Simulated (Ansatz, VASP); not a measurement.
# Cu: VASP beside Ansatz

```
Cu
1.0
     2.56651    0.00000    0.00000
     0.00000    2.56651    0.00000
     0.00000    0.00000   23.25920
Cu
5
Direct
  0.00000 0.00000 0.34635
  0.50000 0.50000 0.42174
  0.00000 0.00000 0.50000
  0.50000 0.50000 0.57826
  0.00000 0.00000 0.65365
```

Alike in both runs: functional PBE; k mesh 14 × 14 × 1; occupations fermi-dirac, width 0.1 eV; no spin polarisation.

Ansatz relaxed the structure, and its values are those at the end. VASP's run is a single point on that final structure, the one shown.

|  | VASP | Ansatz |
| --- | --- | --- |
| version | VASP 6.6.1 | Ansatz 0.2.0 |
| potentials or method | VASP PAW PBE potentials, release 64 (Cu), cutoff 520 eV | all-electron LAPW, scalar-relativistic |

Ansatz gave:

* rms of the force components (eV/Å): 0.004

What did VASP give for the same quantities?

rms of the force components (eV/Å): 0.014.

Ansatz ran all-electron here, and VASP with PAW potentials.
